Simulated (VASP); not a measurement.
# GaP (P4/mmm) in VASP: a series of runs, part 2 of 2

VASP 6.6.1.

## (3) Single point, HSE06

POSCAR reads:

```
GaP
1.0
    3.4566600000      0.0000000000      0.0000000000
    0.0000000000      3.4566600000      0.0000000000
    0.0000000000      0.0000000000      2.8025600000
Ga P
1 1
Direct
    0.0000000000      0.0000000000      0.0000000000
    0.5000000000      0.5000000000      0.5000000000
```

INCAR.step1 reads:

```
ALGO = Normal
EDIFF = 1E-5
ENCUT = 520
GGA = PE
ISIF = 2
ISMEAR = -1
LASPH = T
LCHARG = F
LREAL = F
LWAVE = T
NBANDS = 16
NELM = 100
PREC = Accurate
SIGMA = 0.05
```

INCAR.step2 reads:

```
ALGO = Normal
EDIFF = 1E-7
ENCUT = 520
GGA = PE
HFSCREEN = 0.2079
ISIF = 2
ISMEAR = -1
ISTART = 1
LASPH = T
LCHARG = F
LHFCALC = T
LREAL = F
LWAVE = F
NBANDS = 16
NELM = 100
PREC = Accurate
PRECFOCK = Normal
SIGMA = 0.05
```

KPOINTS reads:

```
k-points
0
Gamma
  4 4 5
```

Potentials or basis: VASP PAW PBE potentials, release 64 (Ga_d, P).

On the command line:

```
$ cat potpaw_PBE.64/Ga_d/POTCAR potpaw_PBE.64/P/POTCAR > POTCAR
$ cp INCAR.step1 INCAR
$ mpirun -np 1 vasp_std > vasp.out
$ cp INCAR.step2 INCAR
$ mpirun -np 1 vasp_std > vasp.out
```

OUTCAR:

```text
EDIFF = 1E-7
   ENCUT = 520
   GGA = PE
   HFSCREEN = 0.2079
   ISIF = 2
   ISMEAR = -1
   ISTART = 1
   LASPH = T
   LHFCALC = T
   LREAL = F
   NELM = 100
   PREC = Accurate
   PRECFOCK = Normal

 ion  position               nearest neighbor table
   1  0.000  0.000  0.000-   2 2.82   2 2.82   2 2.82   2 2.82   2 2.82   2 2.82   2 2.82   2 2.82

   2  0.500  0.500  0.500-   1 2.82   1 2.82   1 2.82   1 2.82   1 2.82   1 2.82   1 2.82   1 2.82

  LATTYP: Found a simple tetragonal cell.
 ALAT       =     3.4566600000
 C/A-ratio  =     0.8107710912

  Lattice vectors:

 A1 = (   3.4566600000,   0.0000000000,   0.0000000000)
 A2 = (   0.0000000000,   3.4566600000,   0.0000000000)
 A3 = (   0.0000000000,   0.0000000000,   2.8025600000)

Analysis of symmetry for initial positions (statically):
=====================================================================
 Subroutine PRICEL returns:
 Original cell was already a primitive cell.

 Routine SETGRP: Setting up the symmetry group for a
 simple tetragonal supercell.

 Subroutine GETGRP returns: Found 16 space group operations
 (whereof 16 operations were pure point group operations)
 out of a pool of 16 trial point group operations.

The static configuration has the point symmetry D_4h.

Analysis of symmetry for dynamics (positions and initial velocities):
=====================================================================
 Subroutine PRICEL returns:
 Original cell was already a primitive cell.

 Routine SETGRP: Setting up the symmetry group for a
 simple tetragonal supercell.

 Subroutine GETGRP returns: Found 16 space group operations
 (whereof 16 operations were pure point group operations)
 out of a pool of 16 trial point group operations.

The dynamic configuration has the point symmetry D_4h.

 Subroutine INISYM returns: Found 16 space group operations
 (whereof 16 operations are pure point group operations),
 and found     1 'primitive' translations

----------------------------------------------------------------------------------------

                                     Primitive cell

  volume of cell :      33.4864

  direct lattice vectors                    reciprocal lattice vectors
     3.456660000  0.000000000  0.000000000     0.289296604  0.000000000  0.000000000
     0.000000000  3.456660000  0.000000000     0.000000000  0.289296604  0.000000000
     0.000000000  0.000000000  2.802560000     0.000000000  0.000000000  0.356816625

  length of vectors
     3.456660000  3.456660000  2.802560000     0.289296604  0.289296604  0.356816625

  position of ions in fractional coordinates (direct lattice)
     0.000000000  0.000000000  0.000000000
     0.500000000  0.500000000  0.500000000

  ion indices of the primitive-cell ions
   primitive index   ion index
                 1           1
                 2           2

----------------------------------------------------------------------------------------
[... 27 lines left out ...]
  0.000000  0.000000  0.000000      1.000000
  0.250000  0.000000  0.000000      4.000000
  0.500000  0.000000  0.000000      2.000000
  0.250000  0.250000  0.000000      4.000000
  0.500000  0.250000  0.000000      4.000000
  0.500000  0.500000  0.000000      1.000000
[... 10 lines left out ...]
  0.500000  0.250000  0.400000      8.000000
  0.500000  0.500000  0.400000      2.000000
   k-points           NKPTS =     18   k-points in BZ     NKDIM =     80   number of bands    NBANDS=     16
   number of dos      NEDOS =    301   number of ions     NIONS =      2
   total plane-waves  NPLWV =  18816
   dimension x,y,z NGX =    28 NGY =   28 NGZ =   24
   dimension x,y,z NGXF=    56 NGYF=   56 NGZF=   48
   ions per type =               1   1
   NGX,Y,Z   is equivalent  to a cutoff of  13.47, 13.47, 14.24 a.u.
   NGXF,Y,Z  is equivalent  to a cutoff of  26.93, 26.93, 28.47 a.u.
 SYSTEM =  unknown system
   PREC   = accura    normal or accurate (medium, high low for compatibility)
   ISTART =      1    job   : 0-new  1-cont  2-samecut
   ICHARG =      0    charge: 1-file 2-atom 10-const
   ISPIN  =      1    spin polarized calculation?
   LNONCOLLINEAR =      F non collinear calculations
   LSORBIT =      F    spin-orbit coupling
   LASPH  =      T    aspherical Exc in radial PAW
   ENCUT  =  520.0 eV  38.22 Ry    6.18 a.u.   6.43  6.43  5.21*2*pi/ulx,y,z
   NELM   =    100;   NELMIN=  2; NELMDL=  0     # of ELM steps
   EDIFF  = 0.1E-06   stopping-criterion for ELM
   LREAL  =      F    real-space projection
   EDIFFG = 0.1E-05   stopping-criterion for IOM
   NSW    =      0    number of steps for IOM
   IBRION =     -1    ionic relax: 0-MD 1-quasi-New 2-CG
   NFREE  =      0    steps in history (QN), initial steepest desc. (CG)
   ISIF   =      2    stress and relaxation
   ISYM   =      3    0-nonsym 1-usesym 2-fastsym
   POTIM  = 0.5000    time-step for ionic-motion
   TEBEG  =    0.0;   TEEND  =   0.0 temperature during run
   PSTRESS=    0.0 pullay stress
   NELECT =      18.0000    total number of electrons
   NUPDOWN=      -1.0000    fix difference up-down
   EMIN   =  10.00;   EMAX   =-10.00  energy-range for DOS
   EFERMI =   0.00;   METHOD = LEGACY
   ISMEAR =    -1;   SIGMA  =   0.05  broadening in eV -4-tet -1-fermi 0-gaus
   EFERMI_NEDOS =   21; number of points for ismear=-14 and -15
   IALGO  =     38    algorithm
   IMIX   =      1    mixing-type and parameters
     AMIX     =   0.40;   BMIX     =  1.00
     AMIX_MAG =   1.60;   BMIX_MAG =  1.00
  volume/ion in A,a.u.               =      16.74       112.99
  Fermi-wavevector in a.u.,A,eV,Ry     =   1.331097  2.515408 24.107051  1.771818
  Thomas-Fermi vector in A             =   2.460134
   LORBIT       =      0    0 simple, 1 ext, 2 COOP (PROOUT), +10 PAW based schemes
   GGA     = PE    functional components
   LHFCALC =     T    Hartree Fock is set to
   PRECFOCK=normal    Normal, Fast or Accurate (Low or Medium for compatibility)
   ENCUT4O =  -1.0   cutoff for four orbital integrals eV
   NKREDX  =     1    reduce k-point grid by
   NKREDY  =     1    reduce k-point grid by
   NKREDZ  =     1    reduce k-point grid by
   AEXX    =    0.2500 exact exchange contribution
   HFSCREEN=    0.2079 screening length (either q_TF or 0.3 A-1)
   HFSCREENC=   0.2079 screening length for correlation (either q_TF or 0.3 A-1)
   ENCUTFOCK=  -1.0 apply spherical cutoff to Coloumb kernel
   IVDW    =     0    specifies the selected vdW correction
   LEPSILON=     F    determine dielectric tensor
   LRPA    =     F    only Hartree local field effects (RPA)
 non-spin polarized calculation
  energy-cutoff  :      520.00
  volume of cell :       33.49
 maximum number of plane-waves:       910
 NGX is ok and might be reduce to    28
  NGX = 20; NGY = 20; NGZ = 16

 number of electron      17.9999989 magnetization

 Free energy of the ion-electron system (eV)
  ---------------------------------------------------
  ext. energy  EPLUGINS =         0.00000000
  ---------------------------------------------------
  free energy    TOTEN  =        -8.74718033 eV

  energy without entropy =       -8.72792147  energy(sigma->0) =       -8.73755090

 E-fermi :   7.3835     XC(G=0):  -9.2177

 val. band max:        7.3759982671   @ k =   0.5000   0.2500   0.2000
 cond. band min:       7.4497258239   @ k =   0.0000   0.0000   0.4000
 fundamental gap:      0.0737275568
 Fermi energy:         7.3834883934

 k-point     1 :       0.0000    0.0000    0.0000
  band No.  band energies     occupation
      1     -10.9694      2.00000
      2     -10.7860      2.00000
      3     -10.7320      2.00000
      4     -10.6802      2.00000
      5     -10.6802      2.00000
      6      -8.3325      2.00000
[... 319 lines left out ...]
      3     -10.7997      2.00000
      4     -10.6590      2.00000
      5     -10.6204      2.00000
      6      -2.1064      2.00000
[... 8 lines left out ...]
     15      24.7968      0.00000
     16      25.3800      0.00000

------------------------ aborting loop because EDIFF is reached ----------------------------------------

  FORCE on cell =-STRESS in cart. coord.  units (eV):
  Direction    XX          YY          ZZ          XY          YZ          ZX
  --------------------------------------------------------------------------------------
  -------------------------------------------------------------------------------------
  Total       -1.6922568     -1.6922568      2.6504239      0.0000000      0.0000000      0.0000000
  in kB      -80.9671058    -80.9671058    126.8112181      0.0000000      0.0000000      0.0000000
  external PRESSURE =     -11.7076645 kB  Pullay stress =       0.0000000 kB

 VOLUME and BASIS-vectors are now :
 -----------------------------------------------------------------------------
  energy-cutoff  :      520.00
  volume of cell :       33.49
      direct lattice vectors                 reciprocal lattice vectors
     3.456660000  0.000000000  0.000000000     0.289296604  0.000000000  0.000000000
     0.000000000  3.456660000  0.000000000     0.000000000  0.289296604  0.000000000
     0.000000000  0.000000000  2.802560000     0.000000000  0.000000000  0.356816625

 POSITION                                       TOTAL-FORCE (eV/Angst)
 -----------------------------------------------------------------------------------
      0.00000      0.00000      0.00000         0.000000      0.000000      0.000000
      1.72833      1.72833      1.40128         0.000000      0.000000      0.000000
 -----------------------------------------------------------------------------------
    total drift:                               -0.000003      0.000005      0.000001

  FREE ENERGIE OF THE ION-ELECTRON SYSTEM (eV)
  ---------------------------------------------------
  free  energy   TOTEN  =        -8.7471803279 eV

  energy  without entropy=       -8.7279214707  energy(sigma->0) =       -8.73755090
```

Run time: 15 min. Hardware: 1 thread of AMD EPYC 7R43 (Zen 3), shared host; peak memory 0.23 GiB.

Results:

```
Free energy            : -8.7472 eV
Pressure               : -1.2 GPa
Band gap on the k mesh : zero (bands 9 and 10 overlap by 6.32 eV)
```

Levels at points of the mesh, in eV from the Fermi level:
```tsv
k point	band 6	band 7	band 8	band 9	band 10	band 11	band 12	band 13
(0.00, 0.00, 0.00)	-15.72	-2.95	-2.89	-2.89	2.81	3.57	7.39	9.83
(0.50, 0.00, 0.00)	-13.64	-10.59	-0.83	2.71	2.90	3.25	4.11	8.90
(0.50, 0.50, 0.00)	-11.90	-7.12	-7.12	-7.07	4.72	10.49	10.49	10.73
```

Caveat: the k points lie up to 0.45 Å⁻¹ apart, too coarse for converged energies and pressures of a metal; the PAW data sets were made with another functional, which shifts forces and pressure a little.

## (4) Single point, r2SCAN0

POSCAR is that of step 3.

INCAR.step1 reads:

```
SYSTEM = GaP
ALGO = Normal
EDIFF = 1E-5
ENCUT = 520
GGA = PE
ISIF = 2
ISMEAR = -1
LASPH = .TRUE.
LCHARG = .FALSE.
LREAL = .FALSE.
LWAVE = .TRUE.
NBANDS = 16
NELM = 80
PREC = Accurate
SIGMA = 0.05
```

INCAR.step2 reads:

```
SYSTEM = GaP
AEXX = 0.25
ALGO = Normal
EDIFF = 1E-6
ENCUT = 520
ISIF = 2
ISMEAR = -1
ISTART = 1
LASPH = .TRUE.
LCHARG = .FALSE.
LHFCALC = .TRUE.
LMIXTAU = .TRUE.
LREAL = .FALSE.
LWAVE = .FALSE.
METAGGA = R2SCAN
NBANDS = 16
NELM = 80
PREC = Accurate
PRECFOCK = Normal
SIGMA = 0.05
```

KPOINTS reads:

```
k-points
0
G
  4 4 5
  0 0 0
```

On the command line:

```
$ cat potpaw_PBE.64/Ga_d/POTCAR potpaw_PBE.64/P/POTCAR > POTCAR
$ cp INCAR.step1 INCAR
$ mpirun -np 1 vasp_std > vasp.out
$ cp INCAR.step2 INCAR
$ mpirun -np 1 vasp_std > vasp.out
```

Run time: 12 min. Hardware: 1 thread of AMD EPYC 7R43 (Zen 3), shared host; peak memory 0.13 GiB.

Results (log left out):

```yaml
Free_energy: -18.7210 eV
Pressure: -1.9 GPa
Band_gap_on_the_k_mesh: zero (bands 9 and 10 overlap by 7.34 eV)
```

Stress tensor (GPa, compression positive):
```
-8.12  0.00  0.00
 0.00 -8.12  0.00
 0.00  0.00 10.53
```

Levels at points of the mesh, in eV from the Fermi level:
```csv
k point,band 7,band 8,band 9,band 10,band 11,band 12
"(0.00, 0.00, 0.00)",-3.54,-3.54,-3.35,3.19,4.16,7.91
"(0.50, 0.00, 0.00)",-11.40,-1.40,3.22,3.24,3.72,4.55
"(0.50, 0.50, 0.00)",-7.85,-7.85,-7.75,5.22,11.23,11.23
```

Caveat: the k points lie up to 0.45 Å⁻¹ apart, too coarse for converged energies and pressures of a metal; the PAW data sets were made with another functional, which shifts forces and pressure a little.

## (5) Overview

| level | share of exact exchange | screening parameter | gap on the mesh (eV) | pressure (GPa) |
| --- | --- | --- | --- | --- |
| B3LYP | 0.2 | - | none | 6.1 |
| HSE06 | 0.25 | 0.2079 1/Å | none | -1.2 |
| r2SCAN0 | 0.25 | - | none | -1.9 |

Alike in all rows: task single point; potentials or basis VASP PAW PBE potentials, release 64 (Ga_d, P); no spin polarisation; cell as given; k mesh 4 × 4 × 5; cutoff (eV) 520; smearing fermi-dirac 0.05 eV.

Caveats: all runs use coarse meshes; the PAW data sets were made with another functional, which shifts forces and pressure a little.

Total energies depend on the potentials used, so only differences within one code and one set of settings carry meaning.

The gap in the log of VASP goes by the Fermi energy; the results here count the filled bands.